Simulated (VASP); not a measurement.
A run of VASP 6.6.1 is set up as follows.

INCAR

```
SYSTEM = Zr
PREC     = Accurate       ! precision mode
ENCUT    = 520            ! plane-wave cutoff, eV
EDIFF    = 1E-6           ! SCF threshold, eV
ISMEAR   = -1             ! smearing method
SIGMA    = 0.05           ! smearing width, eV
LREAL    = .False.        ! projectors in reciprocal space
LASPH    = .True.         ! aspherical terms in the spheres
NELM     = 60             ! most SCF steps
ALGO     = Normal         ! electronic algorithm
ISIF     = 2              ! what is computed and relaxed
LWAVE    = .False.        ! write WAVECAR
LCHARG   = .False.        ! write CHGCAR
GGA      = CA             ! functional
NBANDS   = 12             ! bands
```

File KPOINTS:

```
Automatic mesh
0
Gamma
  14 14 14
  0 0 0
```

The input POSCAR:

```
Zr
1.0
    2.7421739964      0.0000000000      0.0000000000
    0.0000000000      2.7421739964      0.0000000000
    0.0000000000      0.0000000000      2.7421739964
Zr
1
Direct
    0.0000000000      0.0000000000      0.0000000000
```

Potentials or basis: VASP PAW LDA potentials, release 64 (Zr_sv).

The run is started by

```bash
$ cat potpaw_LDA.64/Zr_sv/POTCAR > POTCAR
$ mpirun -np 1 vasp_std > vasp.out
```

Q: Predict the band gap on the k mesh.

A: Zero (band 6 reaches 10.86 eV, above the bottom of band 7 at 7.67 eV).

Q: Predict the pressure.

A: 10.2 GPa.
